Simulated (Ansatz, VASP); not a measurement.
**Two plane-wave programs on Ge**

```
Ge
1.0
     3.49650   -3.54653    1.95010
     3.58669    3.56953   -2.06655
    -3.63090    3.64317    6.25065
Ge
8
Cartesian
  1.2117 1.2659 2.0543
  1.2573 1.3608 6.1826
  2.3164 2.3481 -0.0435
  2.1936 2.3511 4.1726
  1.1922 -1.2553 1.9702
  -2.3530 2.2974 4.1516
  2.1948 -2.2255 3.9836
  -1.3772 1.3832 6.1985
```

Change from the starting cell: cell x2, atoms moved at random (sigma 0.05 Å) and cell strained at random (1.5 %), then relaxed without symmetry.

Alike in both runs: task relaxation of cell and atoms; functional PBE; k mesh 4 × 4 × 4; occupations gaussian, width 0.2 eV; no spin polarisation.

|  | VASP | Ansatz |
| --- | --- | --- |
| version | VASP 6.6.1 | Ansatz 0.2.0 |
| potentials or method | VASP PAW PBE potentials, release 64 (Ge_d), cutoff 600 eV | scalar-relativistic, plane waves, PAW |
| valence electrons in the cell | 112 | 112 |

VASP gave:

- gap on the k mesh at the Fermi level, each at its own relaxed structure (eV): none
- relaxed volume (Å³/atom): 25.37
- relaxed length of the cell vector where the two differ most in proportion (Å): 5.397

**Question.** What did Ansatz give for the same quantities?

**Answer.** gap on the k mesh at the Fermi level, each at its own relaxed structure (eV): none; relaxed volume (Å³/atom): 25.36; relaxed length of the cell vector where the two differ most in proportion (Å): 5.391.

A gap of «none» marks a metal or a gap that the smearing closes.
